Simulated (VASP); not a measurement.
A run of VASP 6.6.1 is set up as follows.

File INCAR:

```
SYSTEM = Si5H11C5
  ALGO = Normal
  EDIFF = 1E-6
  ENCUT = 520
  GGA = PS
  ISIF = 2
  ISMEAR = -1
  LASPH = .True.
  LCHARG = .True.
  LELF = .True.
  LREAL = Auto
  LVHAR = .True.
  LWAVE = .False.
  NBANDS = 78
  NELM = 80
  PREC = Accurate
  SIGMA = 0.05
```

Contents of KPOINTS:

```
k-points
0
Gamma
  1 1 3
  0 0 0
```

Contents of POSCAR:

```
Si5H11C5
1.0
   12.0208150000    -12.0208150000      0.0000000000
    6.9402210000      6.9402210000    -13.8804420000
    4.3568530000      4.3568530000      4.3568530000
Si C H
10 10 22
Direct
    0.5002050000      0.6565350000      0.0432110000
    0.5003330000      0.4474280000      0.3777530000
    0.5002160000      0.3419730000      0.0442550000
    0.5002480000      0.5528930000      0.7106370000
    0.4104140000      0.4995140000      0.0440850000
    0.5910300000      0.6055740000      0.3759130000
    0.5895890000      0.3941490000      0.7112400000
    0.5903010000      0.4994090000      0.0441530000
    0.4096280000      0.6055790000      0.3759340000
    0.4111350000      0.3940830000      0.7111350000
    0.5003390000      0.6562500000      0.2903340000
    0.5003440000      0.4475730000      0.6270570000
    0.5003050000      0.3437100000      0.2914130000
    0.5004170000      0.5524080000      0.9597370000
    0.4114650000      0.5014920000      0.2917870000
    0.5894830000      0.6052760000      0.6233340000
    0.5893230000      0.3954590000      0.9586430000
    0.5892450000      0.5014550000      0.2918650000
    0.4109110000      0.6051010000      0.6234410000
    0.4112140000      0.3955750000      0.9585300000
    0.4288610000      0.6990670000      0.9746290000
    0.5711690000      0.6995810000      0.9743320000
    0.5004070000      0.7178160000      0.3380480000
    0.5000570000      0.2589530000      0.9746110000
    0.4481120000      0.3123170000      0.3424030000
    0.5525680000      0.3122870000      0.3419470000
    0.3377520000      0.5407160000      0.9775250000
    0.6631060000      0.6468670000      0.3064020000
    0.5894760000      0.3106900000      0.6451030000
    0.6634250000      0.4318330000      0.6412200000
    0.3579020000      0.4712950000      0.3404010000
    0.6434800000      0.5772120000      0.6744200000
    0.5892570000      0.6664750000      0.6726640000
    0.6428190000      0.3652610000      0.0072760000
    0.6630670000      0.5404470000      0.9775580000
    0.3375940000      0.6469270000      0.3063470000
    0.4114680000      0.3105600000      0.6453720000
    0.3373010000      0.4315570000      0.6405950000
    0.6428070000      0.4712400000      0.3404440000
    0.3568520000      0.5769200000      0.6738770000
    0.4109250000      0.6662310000      0.6731880000
    0.3576350000      0.3654840000      0.0070120000
```

Potentials or basis: VASP PAW PBE potentials, release 64 (Si, C, H).

The run is started by

```sh
$ cat potpaw_PBE.64/Si/POTCAR potpaw_PBE.64/C/POTCAR potpaw_PBE.64/H/POTCAR > POTCAR
$ mpirun -np 1 vasp_std > vasp.out
```

Predict the band gap on the k mesh.

4.13 eV, direct.

Estimate the largest force.

0.045 eV/Å.

Forces in eV/Å, atoms in the order of the input:
```
Si  -0.007 -0.010 -0.007
Si   0.014  0.006 -0.024
Si  -0.008 -0.007  0.004
Si   0.000 -0.011 -0.004
Si   0.017 -0.008 -0.013
Si  -0.024 -0.013  0.012
Si  -0.010  0.005 -0.010
Si   0.002  0.015 -0.015
Si  -0.006 -0.016  0.008
Si   0.004 -0.010 -0.007
C    0.006  0.011  0.022
C   -0.002 -0.001  0.005
C    0.012  0.010 -0.042
C   -0.019 -0.001 -0.021
C    0.012  0.003 -0.012
C   -0.023 -0.011 -0.009
C   -0.018 -0.016 -0.003
C    0.002  0.008 -0.014
C   -0.016 -0.023 -0.016
C   -0.015 -0.016 -0.008
H    0.000  0.005 -0.003
H    0.005 -0.004 -0.004
H    0.015  0.019 -0.028
H    0.003 -0.002  0.001
H   -0.019  0.012  0.038
H    0.015 -0.015  0.038
H   -0.005  0.006  0.001
H   -0.001  0.006  0.003
H   -0.001 -0.001  0.005
H    0.001 -0.005  0.002
H   -0.022  0.027  0.016
H    0.036 -0.015  0.013
H    0.027  0.020 -0.007
H    0.019 -0.026  0.021
H    0.003 -0.004  0.002
H    0.005 -0.002  0.004
H   -0.001  0.001  0.005
H   -0.007  0.003  0.001
H    0.027 -0.018  0.015
H   -0.013  0.031  0.018
H    0.019  0.025 -0.011
H   -0.026  0.020  0.024
```

Caveat: the PAW data sets were made with another functional, which shifts forces and pressure a little.
